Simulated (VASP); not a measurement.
# AlGa2N3 (I-4m2) in VASP: a series of runs, part 2 of 2

VASP 6.6.1. The steps go on from the part before.

**4. Single point, PBE (11.04 Å³/atom)**

This run uses another cell than the first one, of 11.04 Å³/atom.

Input file INCAR:

```
PREC = Accurate
ENCUT = 520
EDIFF = 1E-6
ISMEAR = 0
SIGMA = 0.02
LREAL = F
LASPH = T
NELM = 100
ALGO = Normal
ISIF = 2
LWAVE = F
LCHARG = F
GGA = PE
NBANDS = 31
```

Input file KPOINTS:

```
Automatic mesh
0
Gamma
  12 12 12
```

Input file POSCAR:

```
AlGa2N3
1.0
   -1.5762347609      1.5762347609      6.6677684469
    1.5762347609     -1.5762347609      6.6677684469
    1.5762347609      1.5762347609     -6.6677684469
Al Ga N
1 2 3
Direct
    0.5000000000      0.5000000000      0.0000000000
    0.8353920000      0.8353920000      0.0000000000
    0.1646080000      0.1646080000      0.0000000000
    0.4215160000      0.9215160000      0.5000000000
    0.0784840000      0.5784840000      0.5000000000
    0.7500000000      0.2500000000      0.5000000000
```

Potentials or basis: VASP PAW PBE potentials, release 64 (Al, Ga_d, N).

Started as:

```bash
> cat potpaw_PBE.64/Al/POTCAR potpaw_PBE.64/Ga_d/POTCAR potpaw_PBE.64/N/POTCAR > POTCAR
> mpirun -np 1 vasp_std > vasp.out
```

OUTCAR:

```text
PREC = Accurate
   ENCUT = 520
   EDIFF = 1E-6
   ISMEAR = 0
   LREAL = F
   LASPH = T
   NELM = 100
   ISIF = 2
   GGA = PE

 ion  position               nearest neighbor table
   1  0.500  0.500  0.000-   5 1.89   4 1.89   5 1.89   4 1.89   3 3.13   3 3.13   3 3.13   2 3.13
                             2 3.13   2 3.13   3 3.13   2 3.13
   2  0.835  0.835  0.000-   6 1.94   6 1.94   4 1.95   4 1.95   1 3.13   1 3.13   1 3.13   1 3.13

   3  0.165  0.165  0.000-   6 1.94   6 1.94   5 1.95   5 1.95   1 3.13   1 3.13   1 3.13   1 3.13

   4  0.422  0.922  0.500-   1 1.89   1 1.89   2 1.95   2 1.95
   5  0.078  0.578  0.500-   1 1.89   1 1.89   3 1.95   3 1.95
   6  0.750  0.250  0.500-   2 1.94   3 1.94   2 1.94   3 1.94

  LATTYP: Found a body centered tetragonal cell.
 ALAT       =     3.1524695218
 C/A-ratio  =     4.2301874139

  Lattice vectors:

 A1 = (  -1.5762347609,   1.5762347609,   6.6677684469)
 A2 = (   1.5762347609,  -1.5762347609,   6.6677684469)
 A3 = (   1.5762347609,   1.5762347609,  -6.6677684469)

Analysis of symmetry for initial positions (statically):
=====================================================================
 Subroutine PRICEL returns:
 Original cell was already a primitive cell.

 Routine SETGRP: Setting up the symmetry group for a
 body centered tetragonal supercell.

 Subroutine GETGRP returns: Found  8 space group operations
 (whereof  8 operations were pure point group operations)
 out of a pool of 16 trial point group operations.

The static configuration has the point symmetry D_2d.

Analysis of symmetry for dynamics (positions and initial velocities):
=====================================================================
 Subroutine PRICEL returns:
 Original cell was already a primitive cell.
[... 134 lines left out ...]
   IMIX   =      4    mixing-type and parameters
     AMIX     =   0.40;   BMIX     =  1.00
     AMIX_MAG =   1.60;   BMIX_MAG =  1.00
  volume/ion in A,a.u.               =      11.04        74.53
  Fermi-wavevector in a.u.,A,eV,Ry     =   1.428230  2.698964 27.753738  2.039842
  Thomas-Fermi vector in A             =   2.548315
   LORBIT       =      0    0 simple, 1 ext, 2 COOP (PROOUT), +10 PAW based schemes
   GGA     = PE    functional components
   LHFCALC =     F    Hartree Fock is set to
   AEXX    =    0.0000 exact exchange contribution
   IVDW    =     0    specifies the selected vdW correction
   LEPSILON=     F    determine dielectric tensor
   LRPA    =     F    only Hartree local field effects (RPA)
 non-spin polarized calculation
 Gauss-broadening in eV      SIGMA  =   0.02
  energy-cutoff  :      520.00
  volume of cell :       66.26
 maximum number of plane-waves:      1820
 NGX is ok and might be reduce to    54
   NGX = 27   NGY = 27   NGZ = 27

 number of electron      44.0000011 magnetization

 Free energy of the ion-electron system (eV)
  ---------------------------------------------------
  ext. energy  EPLUGINS =         0.00000000
  ---------------------------------------------------
  free energy    TOTEN  =       -39.10180218 eV

  energy without entropy =      -39.10180218  energy(sigma->0) =      -39.10180218

 E-fermi :   5.6604     XC(G=0): -11.4670

 val. band max:        5.5833322980   @ k =   0.0000   0.0000   0.0000
 cond. band min:       8.0433317617   @ k =   0.0000   0.0000   0.0000
 fundamental gap:      2.4599994637
 Fermi energy:         5.6604034420

 k-point     1 :       0.0000    0.0000    0.0000
  band No.  band energies     occupation
      1     -10.1252      2.00000
      2      -9.2029      2.00000
      3      -8.6934      2.00000
      4      -7.5901      2.00000
      5      -7.5901      2.00000
      6      -7.5439      2.00000
[... 805 lines left out ...]
     30      16.2247      0.00000
     31      16.8303      0.00000

 [... further k-points ...]

------------------------ aborting loop because EDIFF is reached ----------------------------------------

  FORCE on cell =-STRESS in cart. coord.  units (eV):
  Direction    XX          YY          ZZ          XY          YZ          ZX
  --------------------------------------------------------------------------------------
  -------------------------------------------------------------------------------------
  Total        2.4042007      2.4042007      2.3823854      0.0000000      0.0000000      0.0000000
  in kB       58.1298227     58.1298227     57.6023625      0.0000000      0.0000000      0.0000000
  external PRESSURE =      57.9540026 kB  Pullay stress =       0.0000000 kB

 VOLUME and BASIS-vectors are now :
 -----------------------------------------------------------------------------
  energy-cutoff  :      520.00
  volume of cell :       66.26
      direct lattice vectors                 reciprocal lattice vectors
    -1.576234761  1.576234761  6.667768447     0.000000000  0.317211631  0.074987607
     1.576234761 -1.576234761  6.667768447     0.317211631  0.000000000  0.074987607
     1.576234761  1.576234761 -6.667768447     0.317211631  0.317211631  0.000000000

 POSITION                                       TOTAL-FORCE (eV/Angst)
 -----------------------------------------------------------------------------------
      0.00000      0.00000      6.66777         0.000000     -0.000000      0.000000
      0.00000      0.00000     11.14040         0.000000     -0.000000      0.003686
      0.00000      0.00000      2.19514         0.000000     -0.000000     -0.003686
      1.57623      0.00000      5.62114        -0.000000      0.000000      0.019386
      1.57623      0.00000      1.04663        -0.000000      0.000000     -0.019386
      0.00000      1.57623      3.33388         0.000000     -0.000000     -0.000000
 -----------------------------------------------------------------------------------
    total drift:                                0.000001     -0.000001      0.000000

  FREE ENERGIE OF THE ION-ELECTRON SYSTEM (eV)
  ---------------------------------------------------
  free  energy   TOTEN  =       -39.1018021835 eV

  energy  without entropy=      -39.1018021835  energy(sigma->0) =      -39.10180218
```

stdout:

```text
POSCAR found type information on POSCAR AlGaN
 POSCAR found :  3 types and       6 ions
 scaLAPACK will be used
 LDA part: xc-table for (Slater+PW92), standard interpolation
 POSCAR, INCAR and KPOINTS ok, starting setup
 FFT: planning ... GRIDC
 FFT: planning ... GRID_SOFT
 FFT: planning ... GRID
 WAVECAR not read
 entering main loop
```

Wall time 24 min (1 thread of Intel Xeon Platinum 8559C (Emerald Rapids), shared host); peak memory 0.58 GiB.

Results:

| Quantity | Value |
| --- | --- |
| Free energy | -39.1018 eV |
| Pressure | 5.8 GPa |
| Largest force | 0.019 eV/Å |
| Band gap on the k mesh | 2.46 eV |

Forces in eV/Å, atoms in the order of the input:
```
Al   0.000  0.000  0.000
Ga   0.000  0.000  0.004
Ga   0.000  0.000 -0.004
N    0.000  0.000  0.019
N    0.000  0.000 -0.019
N    0.000  0.000  0.000
```

Caveat: the cell stands under pressure. A k mesh can miss the band edges.

**5. Overview**

```csv
cell,gap on the mesh (eV),pressure (GPa),largest force (eV/Å)
"a = 6.878 Å, angles 154.1, 154.1, 37.0°, 6 atoms, atomic positions A",2.91,20.5,0.01
"a = 6.955 Å, angles 154.1, 154.1, 37.0°, 6 atoms, atomic positions B",2.68,12.6,0.02
"a = 7.031 Å, angles 154.1, 154.1, 37.0°, 6 atoms, atomic positions B",2.46,5.8,0.02
```

Alike in all rows: task single point; level PBE; potentials or basis VASP PAW PBE potentials, release 64 (Al, Ga_d, N); no spin polarisation; k mesh 12 × 12 × 12; cutoff (eV) 520; smearing gaussian 0.02 eV.

Caveats: the cell stands under pressure.

Total energies depend on the potentials used, so only differences within one code and one set of settings carry meaning.
